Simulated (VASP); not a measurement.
# NbCu (Fm-3m) in VASP: a series of runs

The runs below take NbCu through relaxation of cell and atoms, single point, with PBEsol, PBE-based screened hybrid.

Program: VASP 6.6.1. These are calculated values, not measurements. Logs are shortened: lines on timing, memory, paths and dates and some standing lists are left out, and cuts for length are marked.

### 1 The cell of the first run

Symmetry: Fm-3m, No. 225, cubic system. Conventional cell: a = 5.124 Å, b = 5.124 Å, c = 5.124 Å, α = 90.00°, β = 90.00°, γ = 90.00°. Nb (site symmetry m-3m) has 6 Cu at 2.56 Å within 3.4 Å. Within 3.4 Å of Cu (site symmetry m-3m) lie 6 Nb at 2.56 Å.

### 2 Relaxation of cell and atoms, PBEsol, target pressure 30 GPa, at which the enthalpy is minimised

INCAR reads:

```
  PREC = Accurate
  ENCUT = 600
  EDIFF = 1E-6
  ISMEAR = -1
  SIGMA = 0.05
  LREAL = F
  LASPH = T
  NELM = 80
  ALGO = Normal
  ISIF = 3
  LWAVE = F
  LCHARG = F
  GGA = PS
  IBRION = 2
  NSW = 60
  EDIFFG = -0.01
  PSTRESS = 300.0
```

KPOINTS reads:

```
regular mesh
0
Gamma
  9 9 9
```

POSCAR reads:

```
NbCu
1.0
    0.0000000000      2.5622100000      2.5622100000
    2.5622100000      0.0000000000      2.5622100000
    2.5622100000      2.5622100000      0.0000000000
Nb Cu
1 1
Direct
    0.0000000000      0.0000000000      0.0000000000
    0.5000000000      0.5000000000      0.5000000000
```

Potentials or basis: VASP PAW PBE potentials, release 64 (Nb_sv, Cu).

On the command line:

```console
$ cat potpaw_PBE.64/Nb_sv/POTCAR potpaw_PBE.64/Cu/POTCAR > POTCAR
$ mpirun -np 1 vasp_std > vasp.out
```

OUTCAR:

```text
PREC = Accurate
   ENCUT = 600
   EDIFF = 1E-6
   ISMEAR = -1
   LREAL = F
   LASPH = T
   NELM = 80
   ISIF = 3
   GGA = PS
   IBRION = 2
   NSW = 60
   EDIFFG = -0.01
   PSTRESS = 300.0

 ion  position               nearest neighbor table
   1  0.000  0.000  0.000-   2 2.56   2 2.56   2 2.56   2 2.56   2 2.56   2 2.56
   2  0.500  0.500  0.500-   1 2.56   1 2.56   1 2.56   1 2.56   1 2.56   1 2.56

  LATTYP: Found a face centered cubic cell.
 ALAT       =     5.1244200000

  Lattice vectors:

 A1 = (   0.0000000000,   2.5622100000,   2.5622100000)
 A2 = (   2.5622100000,   0.0000000000,   2.5622100000)
 A3 = (   2.5622100000,   2.5622100000,   0.0000000000)

Analysis of symmetry for initial positions (statically):
=====================================================================
 Subroutine PRICEL returns:
 Original cell was already a primitive cell.

 Routine SETGRP: Setting up the symmetry group for a
 face centered cubic supercell.

 Subroutine GETGRP returns: Found 48 space group operations
 (whereof 48 operations were pure point group operations)
 out of a pool of 48 trial point group operations.

The static configuration has the point symmetry O_h .

Analysis of symmetry for dynamics (positions and initial velocities):
=====================================================================
 Subroutine PRICEL returns:
 Original cell was already a primitive cell.

 Routine SETGRP: Setting up the symmetry group for a
 face centered cubic supercell.

 Subroutine GETGRP returns: Found 48 space group operations
 (whereof 48 operations were pure point group operations)
 out of a pool of 48 trial point group operations.

The dynamic configuration has the point symmetry O_h .

 Subroutine INISYM returns: Found 48 space group operations
 (whereof 48 operations are pure point group operations),
 and found     1 'primitive' translations

----------------------------------------------------------------------------------------

                                     Primitive cell

  volume of cell :      33.6414

  direct lattice vectors                    reciprocal lattice vectors
     0.000000000  2.562210000  2.562210000    -0.195144036  0.195144036  0.195144036
     2.562210000  0.000000000  2.562210000     0.195144036 -0.195144036  0.195144036
     2.562210000  2.562210000  0.000000000     0.195144036  0.195144036 -0.195144036

  length of vectors
     3.623512132  3.623512132  3.623512132     0.337999385  0.337999385  0.337999385

  position of ions in fractional coordinates (direct lattice)
     0.000000000  0.000000000  0.000000000
     0.500000000  0.500000000  0.500000000

  ion indices of the primitive-cell ions
   primitive index   ion index
                 1           1
                 2           2

----------------------------------------------------------------------------------------

 KPOINTS: regular mesh

Automatic generation of k-mesh.
 Grid dimensions read from file:
 generate k-points for:    9    9    9

 Generating k-lattice:

  Cartesian coordinates                     Fractional coordinates (reciprocal lattice)
    -0.021682671  0.021682671  0.021682671     0.111111111  0.000000000  0.000000000
     0.021682671 -0.021682671  0.021682671     0.000000000  0.111111111  0.000000000
     0.021682671  0.021682671 -0.021682671     0.000000000  0.000000000  0.111111111

  Length of vectors
     0.037555487  0.037555487  0.037555487

  Shift w.r.t. Gamma in fractional coordinates (k-lattice)
     0.000000000  0.000000000  0.000000000

 Subroutine IBZKPT returns following result:
 ===========================================

 Found     35 irreducible k-points:

 Following reciprocal coordinates:
            Coordinates               Weight
  0.000000  0.000000  0.000000      1.000000
  0.111111  0.000000  0.000000      8.000000
  0.222222  0.000000  0.000000      8.000000
  0.333333  0.000000  0.000000      8.000000
  0.444444  0.000000  0.000000      8.000000
  0.111111  0.111111  0.000000      6.000000
[... 16 lines left out ...]
 -0.333333  0.333333  0.000000     12.000000
  0.444444  0.444444  0.000000      6.000000
 [... further k-points ...]
   k-points           NKPTS =     35   k-points in BZ     NKDIM =     35   number of bands    NBANDS=     16
   number of dos      NEDOS =    301   number of ions     NIONS =      2
   total plane-waves  NPLWV =  27000
   dimension x,y,z NGX =    30 NGY =   30 NGZ =   30
   dimension x,y,z NGXF=    60 NGYF=   60 NGZF=   60
   ions per type =               1   1
   NGX,Y,Z   is equivalent  to a cutoff of  13.76, 13.76, 13.76 a.u.
   NGXF,Y,Z  is equivalent  to a cutoff of  27.53, 27.53, 27.53 a.u.
 SYSTEM =  unknown system
   PREC   = accura    normal or accurate (medium, high low for compatibility)
   ISTART =      0    job   : 0-new  1-cont  2-samecut
   ICHARG =      2    charge: 1-file 2-atom 10-const
   ISPIN  =      1    spin polarized calculation?
   LNONCOLLINEAR =      F non collinear calculations
   LSORBIT =      F    spin-orbit coupling
   LASPH  =      T    aspherical Exc in radial PAW
   ENCUT  =  600.0 eV  44.10 Ry    6.64 a.u.   7.24  7.24  7.24*2*pi/ulx,y,z
   NELM   =     80;   NELMIN=  2; NELMDL= -5     # of ELM steps
   EDIFF  = 0.1E-05   stopping-criterion for ELM
   LREAL  =      F    real-space projection
   EDIFFG = -.1E-01   stopping-criterion for IOM
   NSW    =     60    number of steps for IOM
   IBRION =      2    ionic relax: 0-MD 1-quasi-New 2-CG
   NFREE  =      1    steps in history (QN), initial steepest desc. (CG)
   ISIF   =      3    stress and relaxation
   ISYM   =      2    0-nonsym 1-usesym 2-fastsym
   POTIM  = 0.5000    time-step for ionic-motion
   TEBEG  =    0.0;   TEEND  =   0.0 temperature during run
   PSTRESS=  300.0 pullay stress
   NELECT =      24.0000    total number of electrons
   NUPDOWN=      -1.0000    fix difference up-down
   EMIN   =  10.00;   EMAX   =-10.00  energy-range for DOS
   EFERMI =   0.00;   METHOD = LEGACY
   ISMEAR =    -1;   SIGMA  =   0.05  broadening in eV -4-tet -1-fermi 0-gaus
   EFERMI_NEDOS =   21; number of points for ismear=-14 and -15
   IALGO  =     38    algorithm
   IMIX   =      4    mixing-type and parameters
     AMIX     =   0.40;   BMIX     =  1.00
     AMIX_MAG =   1.60;   BMIX_MAG =  1.00
  volume/ion in A,a.u.               =      16.82       113.51
  Fermi-wavevector in a.u.,A,eV,Ry     =   1.462808  2.764305 29.113827  2.139806
  Thomas-Fermi vector in A             =   2.578977
   LORBIT       =      0    0 simple, 1 ext, 2 COOP (PROOUT), +10 PAW based schemes
   GGA     = PS    functional components
   LHFCALC =     F    Hartree Fock is set to
   AEXX    =    0.0000 exact exchange contribution
   IVDW    =     0    specifies the selected vdW correction
   LEPSILON=     F    determine dielectric tensor
   LRPA    =     F    only Hartree local field effects (RPA)
 conjugate gradient relaxation of ions
 non-spin polarized calculation
  energy-cutoff  :      600.00
  volume of cell :       33.64
 maximum number of plane-waves:      1139
 NGX is ok and might be reduce to    30
   NGX = 15   NGY = 15   NGZ = 15

--------------------------------------- Ionic step        1  -------------------------------------------

 number of electron      24.0000009 magnetization

 Free energy of the ion-electron system (eV)
  ---------------------------------------------------
  ext. energy  EPLUGINS =         0.00000000
  ---------------------------------------------------
  free energy    TOTEN  =       -13.71137303 eV

  energy without entropy =      -13.68614226  energy(sigma->0) =      -13.69875764

 E-fermi :   8.2571     XC(G=0): -12.0626

 val. band max:        8.2463957030   @ k =   0.4444   0.3333   0.1111
 cond. band min:       8.2817643770   @ k =  -0.4444   0.4444   0.0000
 fundamental gap:      0.0353686740
 Fermi energy:         8.2571002119

 k-point     1 :       0.0000    0.0000    0.0000
  band No.  band energies     occupation
      1     -46.7638      2.00000
      2     -22.7260      2.00000
      3     -22.7260      2.00000
      4     -22.7260      2.00000
      5       1.1913      2.00000
      6       3.9736      2.00000
[... 8 lines left out ...]
     15      10.6679      0.00000
     16      17.0816      0.00000

 k-point     2 :       0.1111    0.0000    0.0000
  band No.  band energies     occupation
      1     -46.7618      2.00000
      2     -22.7486      2.00000
      3     -22.7300      2.00000
      4     -22.7300      2.00000
      5       1.4558      2.00000
      6       4.0520      2.00000
[... 8 lines left out ...]
     15      10.3265      0.00000
     16      16.4183      0.00000

 k-point     3 :       0.2222    0.0000    0.0000
  band No.  band energies     occupation
      1     -46.7569      2.00000
      2     -22.8053      2.00000
      3     -22.7400      2.00000
      4     -22.7400      2.00000
      5       2.2076      2.00000
      6       4.2736      2.00000
[... 8 lines left out ...]
     15       9.9442      0.00000
     16      14.9777      0.00000
[... 518 lines left out ...]
  FORCE on cell =-STRESS in cart. coord.  units (eV):
  Direction    XX          YY          ZZ          XY          YZ          ZX
  --------------------------------------------------------------------------------------
  -------------------------------------------------------------------------------------
  Total        4.7984787      4.7984787      4.7984787     -0.0000000     -0.0000000      0.0000000
  in kB      270.1579184    270.1579184    270.1579184     -0.0000000     -0.0000000      0.0000000
  external PRESSURE =     -29.8420816 kB  Pullay stress =     300.0000000 kB

 VOLUME and BASIS-vectors are now :
 -----------------------------------------------------------------------------
  energy-cutoff  :      600.00
  volume of cell :       28.46
      direct lattice vectors                 reciprocal lattice vectors
     0.000000000  2.423197545  2.423197545    -0.206338935  0.206338935  0.206338935
     2.423197545  0.000000000  2.423197545     0.206338935 -0.206338935  0.206338935
     2.423197545  2.423197545 -0.000000000     0.206338935  0.206338935 -0.206338935

 POSITION                                       TOTAL-FORCE (eV/Angst)
 -----------------------------------------------------------------------------------
      2.42320      2.42320      4.84640         0.000000      0.000000      0.000000
      2.42320      2.42320      2.42320        -0.000000     -0.000000     -0.000000
 -----------------------------------------------------------------------------------
    total drift:                                0.000000      0.000000      0.000000

  FREE ENERGIE OF THE ION-ELECTRON SYSTEM (eV)
  ---------------------------------------------------
  free  energy   TOTEN  =       -13.4437720261 eV

  energy  without entropy=      -13.4214022837  energy(sigma->0) =      -13.43258715

  enthalpy is  TOTEN    =        -8.1152455366 eV   P V=        5.3285264895

--------------------------------------- Ionic step        5  -------------------------------------------

 number of electron      24.0000008 magnetization

 Free energy of the ion-electron system (eV)
  ---------------------------------------------------
  ext. energy  EPLUGINS =         0.00000000
  ---------------------------------------------------
  free energy    TOTEN  =       -13.38846490 eV

  energy without entropy =      -13.36622264  energy(sigma->0) =      -13.37734377

 E-fermi :  10.6123     XC(G=0): -13.0252

 val. band max:       10.5972154748   @ k =  -0.3333   0.3333   0.1111
 cond. band min:      10.6130908317   @ k =  -0.3333   0.4444   0.2222
 fundamental gap:      0.0158753569
 Fermi energy:        10.6122621508

 k-point     1 :       0.0000    0.0000    0.0000
  band No.  band energies     occupation
      1     -44.0594      2.00000
      2     -20.0212      2.00000
      3     -20.0212      2.00000
      4     -20.0212      2.00000
      5       2.7568      2.00000
      6       5.3983      2.00000
[... 8 lines left out ...]
     15      13.7262      0.00000
     16      20.1131      0.00000

 k-point     2 :       0.1111    0.0000    0.0000
  band No.  band energies     occupation
      1     -44.0546      2.00000
      2     -20.0677      2.00000
      3     -20.0297      2.00000
      4     -20.0297      2.00000
      5       3.0735      2.00000
      6       5.5053      2.00000
[... 8 lines left out ...]
     15      13.2664      0.00000
     16      19.9213      0.00000

 k-point     3 :       0.2222    0.0000    0.0000
  band No.  band energies     occupation
      1     -44.0423      2.00000
      2     -20.1838      2.00000
      3     -20.0512      2.00000
      4     -20.0512      2.00000
      5       3.9546      2.00000
      6       5.7957      2.00000
[... 8 lines left out ...]
     15      12.7467      0.00000
     16      18.6455      0.00000
[... 406 lines left out ...]
  --------------------------------------------------------------------------------------
  -------------------------------------------------------------------------------------
  Total        5.2814449      5.2814449      5.2814449      0.0000000     -0.0000000      0.0000000
  in kB      300.6321372    300.6321372    300.6321372      0.0000000     -0.0000000      0.0000000
  external PRESSURE =       0.6321372 kB  Pullay stress =     300.0000000 kB

 VOLUME and BASIS-vectors are now :
 -----------------------------------------------------------------------------
  energy-cutoff  :      600.00
  volume of cell :       28.15
      direct lattice vectors                 reciprocal lattice vectors
     0.000000000  2.414344898  2.414344898    -0.207095515  0.207095515  0.207095515
     2.414344898  0.000000000  2.414344898     0.207095515 -0.207095515  0.207095515
     2.414344898  2.414344898 -0.000000000     0.207095515  0.207095515 -0.207095515

 POSITION                                       TOTAL-FORCE (eV/Angst)
 -----------------------------------------------------------------------------------
      0.00000      0.00000     -0.00000         0.000000      0.000000      0.000000
      2.41434      2.41434      2.41434         0.000000     -0.000000     -0.000000
 -----------------------------------------------------------------------------------
    total drift:                                0.000000      0.000000      0.000000

  FREE ENERGIE OF THE ION-ELECTRON SYSTEM (eV)
  ---------------------------------------------------
  free  energy   TOTEN  =       -13.3884649020 eV

  energy  without entropy=      -13.3662226432  energy(sigma->0) =      -13.37734377

  enthalpy is  TOTEN    =        -8.1181253050 eV   P V=        5.2703395970

 reached required accuracy - stopping structural energy minimisation
```

Wall time 60 s (1 thread of Intel Xeon 6975P-C (Granite Rapids), shared host); peak memory 0.19 GiB.

What came out:

```yaml
Free_energy: -13.3885 eV
Relaxed_volume: 14.07 Å³/atom
Relaxed_cell: a = 3.414 Å, b = 3.414 Å, c = 3.414 Å, α = 60.00°, β = 60.00°, γ = 60.00°
Space_group_after_relaxing_to_0.05_Å: Fm-3m (No. 225)
Energy_change_on_relaxing_the_enthalpy_is_what_falls: +161.5 meV/atom
Ionic_steps: 5
Pressure_after_relaxing: 30.1 GPa
Band_gap_on_the_k_mesh: zero (band 12 reaches 11.89 eV, above the bottom of band 13 at 9.52 eV)
```

The path:
```csv
step,energy change (eV),largest force (eV/Å),pressure (GPa),volume (Å³)
1,0.0000,0.0000,-6.00,33.64
2,8.0139,0.0000,300.22,18.39
3,0.1867,0.0000,22.23,28.98
4,0.2676,0.0000,27.02,28.46
5,0.3229,0.0000,30.06,28.15
```

Final structure:
```cif
data_structure
_symmetry_space_group_name_H-M 'P 1'
_symmetry_Int_Tables_number 1
_cell_length_a 3.4144
_cell_length_b 3.4144
_cell_length_c 3.4144
_cell_angle_alpha 60.000
_cell_angle_beta 60.000
_cell_angle_gamma 60.000
_cell_volume 28.15
loop_
_atom_site_label
_atom_site_type_symbol
_atom_site_fract_x
_atom_site_fract_y
_atom_site_fract_z
_atom_site_occupancy
Nb1 Nb 0.00000 0.00000 0.00000 1
Cu1 Cu 0.50000 0.50000 0.50000 1
```

Caveat: the cell is relaxed towards a set pressure, so the enthalpy falls and the energy may rise; the volume moved by over 15 % at a fixed basis, so the end points are rough; the PAW data sets were made with another functional, which shifts forces and pressure a little.

[end of part 1 of 2]
